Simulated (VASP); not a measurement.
Here is a VASP 6.6.1 calculation.

File INCAR:

```
SYSTEM = Mo
PREC = Accurate
ENCUT = 520
EDIFF = 1E-7
ISMEAR = -1
SIGMA = 0.1
LREAL = .FALSE.
LASPH = .TRUE.
NELM = 60
ALGO = Normal
ISIF = 2
LWAVE = .FALSE.
LCHARG = .FALSE.
GGA = PS
NBANDS = 13
```

The input KPOINTS:

```
Automatic mesh
0
G
  24 24 24
  0 0 0
```

POSCAR

```
Mo
1.0
   -1.5649307107      1.5649307107      1.5649307107
    1.5649307107     -1.5649307107      1.5649307107
    1.5649307107      1.5649307107     -1.5649307107
Mo
1
Direct
    0.0000000000      0.0000000000      0.0000000000
```

Potentials or basis: VASP PAW PBE potentials, release 64 (Mo_sv).

Launch:

```bash
$ cat potpaw_PBE.64/Mo_sv/POTCAR > POTCAR
$ mpirun -np 1 vasp_std > vasp.out
```

Estimate the band gap on the k mesh.

zero (band 7 reaches 16.90 eV, above the bottom of band 8 at 11.38 eV).

Estimate the pressure.

0.6 GPa.

Caveat: the PAW data sets were made with another functional, which shifts forces and pressure a little.
